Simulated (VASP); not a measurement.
Wanted: the native input for a VASP 6.6.1 run.

```yaml
Task: single point
Functional: PBEsol
Potentials_or_basis: VASP PAW PBE potentials, release 64 (O)
Cutoff: 600 eV
k_mesh: 7 × 7 × 7
Occupations: fermi-dirac, width 0.05 eV
Spin: no spin polarisation
Dipole_correction: no
Further_INCAR_settings: ALGO = Normal; EDIFF = 1e-06; NBANDS = 13
```

The structure of O lies in POSCAR:

```
O
1.0
    0.0000000000      2.1708560000      2.1708560000
    2.1708560000      0.0000000000      2.1708560000
    2.1708560000      2.1708560000      0.0000000000
O
2
Direct
    0.2500000000      0.2500000000      0.2500000000
    0.0000000000      0.0000000000      0.0000000000
```

The input as run:

INCAR

```
SYSTEM = O
  PREC = Accurate
  ENCUT = 600
  EDIFF = 1E-6
  ISMEAR = -1
  SIGMA = 0.05
  LREAL = .False.
  LASPH = .True.
  NELM = 120
  ALGO = Normal
  ISIF = 2
  LWAVE = .False.
  LCHARG = .False.
  GGA = PS
  NBANDS = 13
  GGA_COMPAT = .False.
```

KPOINTS

```
regular mesh
0
Gamma
  7 7 7
  0 0 0
```

Potentials or basis: VASP PAW PBE potentials, release 64 (O).

Command:

```bash
$ cat potpaw_PBE.64/O/POTCAR > POTCAR
$ mpirun -np 1 vasp_std > vasp.out
```

It gave:

```json
{
 "Pressure": "-0.6 GPa",
 "Band gap on the k mesh": "zero (bands 6 and 7 overlap by 1.10 eV)"
}
```

Caveat: the PAW data sets were made with another functional, which shifts forces and pressure a little.

Wall time 6.5 s on 1 thread of Intel(R) Xeon(R) 6975P-C (Granite Rapids), with other jobs on the host, peak memory 0.13 GiB.
